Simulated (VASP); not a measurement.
A run of VASP 6.6.1:

File INCAR:

```
PREC = Accurate
ENCUT = 520
EDIFF = 1E-7
ISMEAR = 0
SIGMA = 0.02
LREAL = F
LASPH = T
NELM = 120
ALGO = Normal
ISIF = 2
LWAVE = F
LCHARG = F
GGA = PE
IBRION = 2
NSW = 60
EDIFFG = -0.008
GGA_COMPAT = F
NELMIN = 4
KPAR = 4
```

KPOINTS

```
regular mesh
0
Gamma
  6 6 8
```

The input POSCAR:

```
SnO2
1.0
    4.8271903440      0.0000000000      0.0000000000
    0.0000000000      4.8271903440      0.0000000000
    0.1457168513      0.0000000000      3.2381522517
Sn O
2 4
Direct
    0.5000000000      0.5000000000      0.5000000000
    0.0000000000      0.0000000000      0.0000000000
    0.1938489288      0.8069250228      0.4965323183
    0.8061510712      0.1930749772      0.5034676817
    0.3061510712      0.3069250228      0.0034676817
    0.6938489288      0.6930749772     -0.0034676817
```

Potentials or basis: VASP PAW PBE potentials, release 64 (Sn_d, O).

The run is started by

```console
$ cat potpaw_PBE.64/Sn_d/POTCAR potpaw_PBE.64/O/POTCAR > POTCAR
$ mpirun -np 4 vasp_std > vasp.out
```

Hardware: 4 MPI ranks on Intel(R) Xeon(R) Platinum 8175M CPU @ 2.50GHz (Skylake/Cascade Lake), with other jobs on the host.

Q: Estimate the wall time of this run.

A: Run time: 2.2 min on 4 MPI ranks on Intel(R) Xeon(R) Platinum 8175M CPU @ 2.50GHz (Skylake/Cascade Lake) (shared host), peak memory 0.31 GiB a rank. Counts: scf iterations 33, k points 104, ion steps 4.
